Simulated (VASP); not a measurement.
Crystal: WS2 (Tungstenite).

```xyz
3
Lattice="1.5790 0.9116 6.1633 -1.5790 0.9116 6.1633 0.0000 -1.8233 6.1633" Properties=species:S:1:pos:R:3 pbc="T T T"
W     0.0000    0.0000    0.0000
S     0.0000    0.0000   10.7427
S     0.0000    0.0000   13.8730
```

Base run:

| Quantity | Value |
| --- | --- |
| Program | VASP 6.6.1 |
| Functional | PBEsol |
| Potentials or basis | VASP PAW PBE potentials, release 64 (W_sv, S) |
| Cutoff | 520 eV |
| k mesh | 10 × 10 × 10 |
| Occupations | fermi-dirac, width 0.05 eV |
| Spin | no spin polarisation |

Its results: band gap on the k mesh 1.03 eV, indirect (least direct gap 2.24 eV); pressure -0.5 GPa; largest force 0.602 eV/Å.

Question: After a change of settings the same cell gave: band gap on the k mesh 1.19 eV, indirect (least direct gap 2.37 eV); pressure 2.8 GPa; largest force 0.621 eV/Å. Which change was it?
A. functional from PBEsol to r2SCAN
B. functional from PBEsol to LDA; potentials or basis from VASP PAW PBE potentials, release 64 (W_sv, S) to VASP PAW LDA potentials, release 64 (W_sv, S)
C. functional from PBEsol to PBE
D. k mesh from 10 × 10 × 10 to 8 × 8 × 8; further incar settings from ALGO = Normal; EDIFF = 1e-06; NBANDS = 20 to ALGO = Normal; EDIFF = 1e-07; NBANDS = 20

Answer: A.

r2SCAN gives the wider gap, since meta-GGAs in the generalised Kohn-Sham scheme recover part of the derivative discontinuity.

Caveats: the PAW data sets were made with another functional, which shifts forces and pressure a little; spin-orbit coupling is left out, which moves the levels of the heavy elements.
